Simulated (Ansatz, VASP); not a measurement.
HfO2 in VASP and in Ansatz

```
CELL_PARAMETERS angstrom
0.00000 2.54881 2.54881
2.54881 0.00000 2.54881
2.54881 2.54881 0.00000
ATOMIC_POSITIONS crystal
Hf 0.00000 0.00000 0.00000
O 0.25000 0.25000 0.25000
O 0.75000 0.75000 0.75000
```

Alike in both runs: functional PBE; k mesh 8 × 8 × 8; no spin polarisation.

Ansatz relaxed the structure, and its values are those at the end. VASP's run is a single point on that final structure, the one shown.

|  | VASP | Ansatz |
| --- | --- | --- |
| version | VASP 6.6.1 | Ansatz 0.2.0 |
| potentials or method | VASP PAW PBE potentials, release 64 (Hf_pv, O), cutoff 520 eV | scalar-relativistic, plane waves, PAW |
| occupations | gaussian, width 0.01 eV | fixed |
| valence electrons in the cell | 22 | 38 |

VASP gave:

| Quantity | Value |
| --- | --- |
| gap on the k mesh at the Fermi level (eV) | 3.76 |
| least direct gap on the mesh (eV) | 3.76 |
| pressure (GPa) | -3.6 |

**Question.** Estimate Ansatz's values.

**Answer.** gap on the k mesh at the Fermi level (eV): 3.75; least direct gap on the mesh (eV): 3.75; pressure (GPa): 0.0.

VASP's potentials hold 22 valence electrons a cell and Ansatz's 38, so a difference there can come from the potentials and not from the codes.

Neither program's run includes spin-orbit coupling.
